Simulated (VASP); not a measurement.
Wanted: the native input for a VASP 6.6.1 run.

```
Task                   : single point
Functional             : r2SCAN
Potentials or basis    : VASP PAW PBE potentials, release 64 (Ga_d, N_h)
Cutoff                 : 910 eV
k mesh                 : 10 × 10 × 10
Occupations            : gaussian, width 0.01 eV
Spin                   : no spin polarisation
Dipole correction      : no
Further INCAR settings : ALGO = Normal; EDIFF = 1e-06; NBANDS = 16
```

Crystal: GaN.

```
Ga N
1.0
     0.00000    2.24895    2.24895
     2.22961    0.00000    2.24895
     2.22961    2.24895    0.00000
Ga N
1 1
Direct
  0.00000 0.00000 0.00000
  0.75000 0.75000 0.75000
```

This cell differs from its parent crystal: uniaxial x strain -0.9%.

One way to write it, as run:

POSCAR

```
GaN
1.0
    0.0000000000      2.2489526240      2.2489526240
    2.2296116314      0.0000000000      2.2489526240
    2.2296116314      2.2489526240      0.0000000000
Ga N
1 1
Direct
    0.0000000000      0.0000000000      0.0000000000
    0.7500000000      0.7500000000      0.7500000000
```

INCAR.step1

```
SYSTEM = GaN
PREC = Accurate ; ENCUT = 910
ISMEAR = 0 ; SIGMA = 0.01
LREAL = .False. ; LASPH = .True.
NELM = 120 ; NBANDS = 16
GGA = PE ; ALGO = Normal
EDIFF = 1E-5 ; LWAVE = .True.
LCHARG = .False. ; GGA_COMPAT = .False.
```

INCAR.step2

```
SYSTEM = GaN
PREC = Accurate ; ENCUT = 910
EDIFF = 1E-6 ; ISMEAR = 0
SIGMA = 0.01 ; LREAL = .False.
LASPH = .True. ; NELM = 120
ALGO = Normal ; ISIF = 2
LWAVE = .False. ; LCHARG = .False.
METAGGA = R2SCAN ; LMIXTAU = .True.
NBANDS = 16 ; ISTART = 1
GGA_COMPAT = .False.
```

KPOINTS

```
Automatic mesh
0
Gamma
  10 10 10
  0 0 0
```

Potentials or basis: VASP PAW PBE potentials, release 64 (Ga_d, N_h).

Command:

```console
$ cat potpaw_PBE.64/Ga_d/POTCAR potpaw_PBE.64/N_h/POTCAR > POTCAR
$ cp INCAR.step1 INCAR
$ mpirun -np 1 vasp_std > vasp.out
$ cp INCAR.step2 INCAR
$ mpirun -np 1 vasp_std > vasp.out
```

Results of the run:

The pressure is 2.7 GPa and the band gap on the k mesh is 2.19 eV.

Caveat: the cell differs from its parent crystal (uniaxial x strain -0.9%); the cutoff is under 1.25 times the usual one of these potentials, so pressure, stress and relaxed cells hold a basis-set (Pulay) error; the PAW data sets were made with another functional, which shifts forces and pressure a little.

It took 2.9 min on 1 thread of Intel(R) Xeon(R) Platinum 8488C (Sapphire Rapids), with other jobs on the host, peak memory 0.24 GiB.
